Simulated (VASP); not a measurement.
## Na: single point with r2SCAN

Na:

```xyz
1
Lattice="-2.0540 2.0540 2.0857 2.0540 -2.0540 2.0857 2.0540 2.0540 -2.0857" Properties=species:S:1:pos:R:3 pbc="T T T"
Na    0.0000    0.0000    0.0000
```

This cell differs from its parent crystal: strain -0.030 along x and y, -0.015 along z.

```
Program                : VASP 6.6.1
Task                   : single point
Functional             : r2SCAN
Potentials or basis    : VASP PAW PBE potentials, release 64 (Na_pv)
Cutoff                 : 520 eV
k mesh                 : 16 × 16 × 16
Occupations            : gaussian, width 0.15 eV
Spin                   : no spin polarisation
Dipole correction      : no
Further INCAR settings : ALGO = Normal; EDIFF = 1e-06; NBANDS = 10
```

```json
{
 "Pressure": "0.6 GPa"
}
```

Stress tensor (GPa, compression positive):
```
0.53 0.00 0.00
0.00 0.53 0.00
0.00 0.00 0.63
```

Levels at points of the mesh, in eV from the Fermi level:
| k point | band 1 | band 2 | band 3 | band 4 | band 5 | band 6 |
| --- | --- | --- | --- | --- | --- | --- |
| (0.00, 0.00, 0.00) | -25.97 | -25.97 | -25.97 | -3.60 | 12.68 | 12.68 |
| (0.50, 0.00, 0.00) | -26.01 | -25.98 | -25.97 | 0.72 | 1.46 | 8.95 |
| (0.50, 0.50, 0.00) | -26.01 | -25.98 | -25.97 | 0.78 | 1.53 | 8.73 |
| (0.50, 0.50, 0.50) | -26.00 | -26.00 | -26.00 | 4.70 | 4.85 | 5.29 |

It took 6.1 min on 1 thread of Oxide Virtual Turin-like Processor, on a shared host, peak memory 0.2 GiB.

Caveat: the cell differs from its parent crystal (strain -0.030 along x and y, -0.015 along z); the PAW data sets were made with another functional, which shifts forces and pressure a little.
